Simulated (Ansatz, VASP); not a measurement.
**Two plane-wave programs on Hf**

```
Hf
1.0
     3.15234    0.00000    0.00000
    -1.57617    2.73000    0.00000
     0.00000    0.00000    5.01987
Hf
2
Direct
  0.33333 0.66667 0.25000
  0.66667 0.33333 0.75000
```

Alike in both runs: task relaxation of cell and atoms; functional PBEsol; k mesh 18 × 18 × 8; occupations gaussian, width 0.1 eV; no spin polarisation.

|  | VASP | Ansatz |
| --- | --- | --- |
| version | VASP 6.6.1 | Ansatz 0.2.0 |
| potentials or method | VASP PAW PBE potentials, release 64 (Hf_pv), cutoff 600 eV | scalar-relativistic, plane waves, PAW |
| valence electrons in the cell | 20 | 52 |

VASP gave:

| Quantity | Value |
| --- | --- |
| gap on the k mesh at the Fermi level, each at its own relaxed structure (eV) | none |
| relaxed volume (Å³/atom) | 21.54 |
| relaxed length of the cell vector where the two differ most in proportion (Å) | 4.992 |

Problem. What did Ansatz give for the same quantities?

Solution. gap on the k mesh at the Fermi level, each at its own relaxed structure (eV): none; relaxed volume (Å³/atom): 21.60; relaxed length of the cell vector where the two differ most in proportion (Å): 5.001.

VASP's potentials were made for PBE, not for PBEsol. A gap of «none» marks a metal or a gap that the smearing closes. VASP's potentials hold 20 valence electrons a cell and Ansatz's 52, so a difference there can come from the potentials and not from the codes.

Spin-orbit coupling is off throughout.
